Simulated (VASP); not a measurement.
Crystal: Cr.

```
Cr
1.0
    -1.45887    1.45887    1.45887
     1.45887   -1.45887    1.45887
     1.45887    1.45887   -1.45887
Cr
1
Direct
  0.00000 0.00000 0.00000
```

| Item | Value |
| --- | --- |
| Program | VASP 6.6.1 |
| Task | relaxation of cell and atoms |
| Functional | PBEsol |
| Potentials or basis | VASP PAW PBE potentials, release 64 (Cr_pv) |
| Cutoff | 600 eV |
| k mesh | 10 × 10 × 10 |
| Occupations | gaussian, width 0.1 eV |
| Spin | no spin polarisation |

At the start: pressure -24.3 GPa; volume 12.42 Å³/atom.

Problem. How do energy, volume and symmetry change on relaxing?

Solution. Over 4 steps the energy falls by 107.0 meV/atom and the volume is 11.15 Å³/atom (-10.2 %); space group Im-3m (No. 229, to 0.05 Å).

The path:
```tsv
step	energy change (eV)	largest force (eV/Å)	pressure (GPa)	volume (Å³)
1	0.0000	0.0000	-24.26	12.42
2	0.2410	0.0000	71.72	9.34
3	-0.1067	0.0000	-1.64	11.21
4	-0.1070	0.0000	-0.41	11.15
```

Final structure:
```
CELL_PARAMETERS angstrom
-1.40749 1.40749 1.40749
1.40749 -1.40749 1.40749
1.40749 1.40749 -1.40749
ATOMIC_POSITIONS crystal
Cr 0.00000 0.00000 0.00000
```

Caveat: the PAW data sets were made with another functional, which shifts forces and pressure a little; the run has no spin polarisation, though such a crystal can be magnetic.
